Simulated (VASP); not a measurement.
# Si (Fm-3m) in VASP: single point with PBE

Aim: the single point of Si with PBE.

Everything below comes from runs of VASP 6.6.1. Logs are shortened: lines on timing, memory, paths and dates and some standing lists are left out, and cuts for length are marked.

### Step 1. The cell of the first run

It takes space group Fm-3m (No. 225, cubic). Conventional cell: a = 3.835 Å, b = 3.835 Å, c = 3.835 Å, α = 90.00°, β = 90.00°, γ = 90.00°. Within 3.6 Å of Si (site symmetry m-3m) lie 12 Si at 2.71 Å.

### Step 2. Single point, PBE (volume scaled by 0.972, to set the pressure)

The input, INCAR:

```
SYSTEM = Si
PREC     = Accurate       ! precision mode
ENCUT    = 500            ! plane-wave cutoff, eV
EDIFF    = 1E-6           ! SCF threshold, eV
ISMEAR   = -1             ! smearing method
SIGMA    = 0.1            ! smearing width, eV
LREAL    = .False.        ! projectors in reciprocal space
LASPH    = .True.         ! aspherical terms in the spheres
NELM     = 120            ! most SCF steps
ALGO     = Normal         ! electronic algorithm
ISIF     = 2              ! what is computed and relaxed
LWAVE    = .False.        ! write WAVECAR
LCHARG   = .True.         ! write CHGCAR
GGA      = PE             ! functional
LELF     = .True.         ! ELF
LVHAR    = .True.       
NBANDS   = 8              ! bands
GGA_COMPAT= .False.
```

The input, KPOINTS:

```
regular mesh
0
Gamma
  17 17 17
  0 0 0
```

The input, POSCAR:

```
Si
1.0
    0.0000000000      1.9176098374      1.9176098374
    1.9176098374      0.0000000000      1.9176098374
    1.9176098374      1.9176098374      0.0000000000
Si
1
Direct
    0.0000000000      0.0000000000      0.0000000000
```

Potentials or basis: VASP PAW PBE potentials, release 64 (Si).

The run is started by

```console
$ cat potpaw_PBE.64/Si/POTCAR > POTCAR
$ mpirun -np 1 vasp_std > vasp.out
```

OUTCAR:

```text
SYSTEM = Si
   PREC = Accurate
   ENCUT = 500
   EDIFF = 1E-6
   ISMEAR = -1
   LREAL = .False.
   LASPH = .True.
   NELM = 120
   ISIF = 2
   GGA = PE

 ion  position               nearest neighbor table
   1  0.000  0.000  0.000-

  LATTYP: Found a face centered cubic cell.
 ALAT       =     3.8352196748

  Lattice vectors:

 A1 = (   0.0000000000,   1.9176098374,   1.9176098374)
 A2 = (   1.9176098374,   0.0000000000,   1.9176098374)
 A3 = (   1.9176098374,   1.9176098374,   0.0000000000)

Analysis of symmetry for initial positions (statically):
=====================================================================
 Subroutine PRICEL returns:
 Original cell was already a primitive cell.

 Routine SETGRP: Setting up the symmetry group for a
 face centered cubic supercell.

 Subroutine GETGRP returns: Found 48 space group operations
 (whereof 48 operations were pure point group operations)
 out of a pool of 48 trial point group operations.

The static configuration has the point symmetry O_h .

Analysis of symmetry for dynamics (positions and initial velocities):
=====================================================================
 Subroutine PRICEL returns:
 Original cell was already a primitive cell.

 Routine SETGRP: Setting up the symmetry group for a
 face centered cubic supercell.

 Subroutine GETGRP returns: Found 48 space group operations
 (whereof 48 operations were pure point group operations)
 out of a pool of 48 trial point group operations.

The dynamic configuration has the point symmetry O_h .

 Subroutine INISYM returns: Found 48 space group operations
 (whereof 48 operations are pure point group operations),
 and found     1 'primitive' translations

----------------------------------------------------------------------------------------

                                     Primitive cell

  volume of cell :      14.1030

  direct lattice vectors                    reciprocal lattice vectors
     0.000000000  1.917609837  1.917609837    -0.260741257  0.260741257  0.260741257
     1.917609837  0.000000000  1.917609837     0.260741257 -0.260741257  0.260741257
     1.917609837  1.917609837  0.000000000     0.260741257  0.260741257 -0.260741257

  length of vectors
     2.711909839  2.711909839  2.711909839     0.451617105  0.451617105  0.451617105

  position of ions in fractional coordinates (direct lattice)
     0.000000000  0.000000000  0.000000000

  ion indices of the primitive-cell ions
   primitive index   ion index
                 1           1

----------------------------------------------------------------------------------------

 KPOINTS: regular mesh

Automatic generation of k-mesh.
 Grid dimensions read from file:
 generate k-points for:   17   17   17

 Generating k-lattice:

  Cartesian coordinates                     Fractional coordinates (reciprocal lattice)
    -0.015337721  0.015337721  0.015337721     0.058823529  0.000000000  0.000000000
     0.015337721 -0.015337721  0.015337721     0.000000000  0.058823529  0.000000000
     0.015337721  0.015337721 -0.015337721     0.000000000  0.000000000  0.058823529

  Length of vectors
     0.026565712  0.026565712  0.026565712

  Shift w.r.t. Gamma in fractional coordinates (k-lattice)
     0.000000000  0.000000000  0.000000000

 Subroutine IBZKPT returns following result:
 ===========================================

 Found    165 irreducible k-points:

 Following reciprocal coordinates:
            Coordinates               Weight
  0.000000  0.000000  0.000000      1.000000
  0.058824  0.000000  0.000000      8.000000
  0.117647  0.000000  0.000000      8.000000
  0.176471  0.000000  0.000000      8.000000
  0.235294  0.000000  0.000000      8.000000
  0.294118  0.000000  0.000000      8.000000
[... 16 lines left out ...]
 -0.176471  0.058824  0.000000     24.000000
 -0.117647  0.058824  0.000000     24.000000
 [... further k-points ...]
   k-points           NKPTS =    165   k-points in BZ     NKDIM =    165   number of bands    NBANDS=      8
   number of dos      NEDOS =    301   number of ions     NIONS =      1
   total plane-waves  NPLWV =   8000
   dimension x,y,z NGX =    20 NGY =   20 NGZ =   20
   dimension x,y,z NGXF=    40 NGYF=   40 NGZF=   40
   ions per type =               1
   NGX,Y,Z   is equivalent  to a cutoff of  12.26, 12.26, 12.26 a.u.
   NGXF,Y,Z  is equivalent  to a cutoff of  24.52, 24.52, 24.52 a.u.
 SYSTEM =  Si
   PREC   = accura    normal or accurate (medium, high low for compatibility)
   ISTART =      0    job   : 0-new  1-cont  2-samecut
   ICHARG =      2    charge: 1-file 2-atom 10-const
   ISPIN  =      1    spin polarized calculation?
   LNONCOLLINEAR =      F non collinear calculations
   LSORBIT =      F    spin-orbit coupling
   LASPH  =      T    aspherical Exc in radial PAW
   ENCUT  =  500.0 eV  36.75 Ry    6.06 a.u.   4.94  4.94  4.94*2*pi/ulx,y,z
   NELM   =    120;   NELMIN=  2; NELMDL= -5     # of ELM steps
   EDIFF  = 0.1E-05   stopping-criterion for ELM
   LREAL  =      F    real-space projection
   EDIFFG = 0.1E-04   stopping-criterion for IOM
   NSW    =      0    number of steps for IOM
   IBRION =     -1    ionic relax: 0-MD 1-quasi-New 2-CG
   NFREE  =      0    steps in history (QN), initial steepest desc. (CG)
   ISIF   =      2    stress and relaxation
   ISYM   =      2    0-nonsym 1-usesym 2-fastsym
   POTIM  = 0.5000    time-step for ionic-motion
   TEBEG  =    0.0;   TEEND  =   0.0 temperature during run
   PSTRESS=    0.0 pullay stress
   NELECT =       4.0000    total number of electrons
   NUPDOWN=      -1.0000    fix difference up-down
   EMIN   =  10.00;   EMAX   =-10.00  energy-range for DOS
   EFERMI =   0.00;   METHOD = LEGACY
   ISMEAR =    -1;   SIGMA  =   0.10  broadening in eV -4-tet -1-fermi 0-gaus
   EFERMI_NEDOS =   21; number of points for ismear=-14 and -15
   IALGO  =     38    algorithm
   IMIX   =      4    mixing-type and parameters
     AMIX     =   0.40;   BMIX     =  1.00
     AMIX_MAG =   1.60;   BMIX_MAG =  1.00
  volume/ion in A,a.u.               =      14.10        95.17
  Fermi-wavevector in a.u.,A,eV,Ry     =   1.075618  2.032623 15.741305  1.156953
  Thomas-Fermi vector in A             =   2.211479
   LORBIT       =      0    0 simple, 1 ext, 2 COOP (PROOUT), +10 PAW based schemes
   GGA     = PE    functional components
   LHFCALC =     F    Hartree Fock is set to
   AEXX    =    0.0000 exact exchange contribution
   IVDW    =     0    specifies the selected vdW correction
   LEPSILON=     F    determine dielectric tensor
   LRPA    =     F    only Hartree local field effects (RPA)
 non-spin polarized calculation
  energy-cutoff  :      500.00
  volume of cell :       14.10
 maximum number of plane-waves:       369
   NGX =  9   NGY =  9   NGZ =  9

 number of electron       4.0000000 magnetization

 Free energy of the ion-electron system (eV)
  ---------------------------------------------------
  ext. energy  EPLUGINS =         0.00000000
  ---------------------------------------------------
  free energy    TOTEN  =        -4.88998424 eV

  energy without entropy =       -4.87439328  energy(sigma->0) =       -4.88218876

 E-fermi :  10.5579     XC(G=0): -11.2996

 val. band max:       10.4884284535   @ k =   0.4118   0.3529   0.0000
 cond. band min:      10.6284718085   @ k =  -0.2941   0.4118   0.1765
 fundamental gap:      0.1400433549
 Fermi energy:        10.5578638469

 k-point     1 :       0.0000    0.0000    0.0000
  band No.  band energies     occupation
      1      -4.1812      2.00000
      2      21.9679      0.00000
      3      21.9679      0.00000
      4      21.9679      0.00000
      5      22.5412      0.00000
      6      22.5412      0.00000
      7      22.5412      0.00000
      8      27.9357      0.00000

 k-point     2 :       0.0588    0.0000    0.0000
  band No.  band energies     occupation
      1      -4.0786      2.00000
      2      20.0049      0.00000
      3      21.3163      0.00000
      4      21.3163      0.00000
      5      23.3218      0.00000
      6      23.3218      0.00000
      7      23.6147      0.00000
      8      28.7788      0.00000

 k-point     3 :       0.1176    0.0000    0.0000
  band No.  band energies     occupation
      1      -3.7712      2.00000
      2      17.4765      0.00000
      3      20.5961      0.00000
      4      20.5961      0.00000
      5      23.9865      0.00000
      6      24.3502      0.00000
      7      24.3502      0.00000
      8      28.0472      0.00000

 k-point     4 :       0.1765    0.0000    0.0000
  band No.  band energies     occupation
      1      -3.2599      2.00000
      2      14.9176      0.00000
      3      20.0265      0.00000
      4      20.0265      0.00000
      5      23.9706      0.00000
      6      24.9121      0.00000
      7      24.9121      0.00000
      8      27.5989      0.00000

 k-point     5 :       0.2353    0.0000    0.0000
  band No.  band energies     occupation
      1      -2.5463      2.00000
      2      12.4391      0.00000
      3      19.6177      0.00000
      4      19.6177      0.00000
      5      23.8774      0.00000
      6      24.3573      0.00000
      7      24.3573      0.00000
      8      28.4892      0.00000
[... 177 lines left out ...]
 k-point    22 :      -0.2353    0.0588    0.0000
  band No.  band energies     occupation
      1      -2.1736      2.00000
      2      11.7185      0.00002
      3      17.7357      0.00000
      4      20.5745      0.00000
      5      23.2149      0.00000
      6      24.4240      0.00000
      7      24.5351      0.00000
      8      27.7394      0.00000

 k-point    23 :      -0.1765    0.0588    0.0000
  band No.  band energies     occupation
      1      -2.9537      2.00000
      2      14.1509      0.00000
      3      18.0699      0.00000
      4      21.0366      0.00000
      5      23.8979      0.00000
      6      24.4515      0.00000
      7      25.4703      0.00000
      8      26.5418      0.00000

 k-point    24 :      -0.1176    0.0588    0.0000
  band No.  band energies     occupation
      1      -3.5324      2.00000
      2      16.6730      0.00000
      3      18.5766      0.00000
      4      21.5883      0.00000
      5      23.5939      0.00000
      6      24.3836      0.00000
      7      25.5761      0.00000
      8      26.6997      0.00000

 [... further k-points ...]
[... 5 lines left out ...]
  --------------------------------------------------------------------------------------
  -------------------------------------------------------------------------------------
  Total        0.2055390      0.2055390      0.2055390      0.0000000      0.0000000     -0.0000000
  in kB       23.3503873     23.3503873     23.3503873      0.0000000      0.0000000     -0.0000000
  external PRESSURE =      23.3503873 kB  Pullay stress =       0.0000000 kB

 VOLUME and BASIS-vectors are now :
 -----------------------------------------------------------------------------
  energy-cutoff  :      500.00
  volume of cell :       14.10
      direct lattice vectors                 reciprocal lattice vectors
     0.000000000  1.917609837  1.917609837    -0.260741257  0.260741257  0.260741257
     1.917609837  0.000000000  1.917609837     0.260741257 -0.260741257  0.260741257
     1.917609837  1.917609837  0.000000000     0.260741257  0.260741257 -0.260741257

 POSITION                                       TOTAL-FORCE (eV/Angst)
 -----------------------------------------------------------------------------------
      0.00000      0.00000      0.00000         0.000000      0.000000     -0.000000
 -----------------------------------------------------------------------------------
    total drift:                                0.000000      0.000000     -0.000000

  FREE ENERGIE OF THE ION-ELECTRON SYSTEM (eV)
  ---------------------------------------------------
  free  energy   TOTEN  =        -4.8899842387 eV

  energy  without entropy=       -4.8743932816  energy(sigma->0) =       -4.88218876
```

Run time: 5.2 s. Hardware: 1 thread of Intel Xeon 6975P-C (Granite Rapids), shared host; peak memory 0.12 GiB.

What came out:

```yaml
Free_energy: -4.8900 eV
Pressure: 2.3 GPa
Band_gap_on_the_k_mesh: zero (band 2 reaches 21.97 eV, above the bottom of band 3 at 7.46 eV)
```

Caveat: the cell differs from its parent crystal (volume scaled by 0.972, to set the pressure).
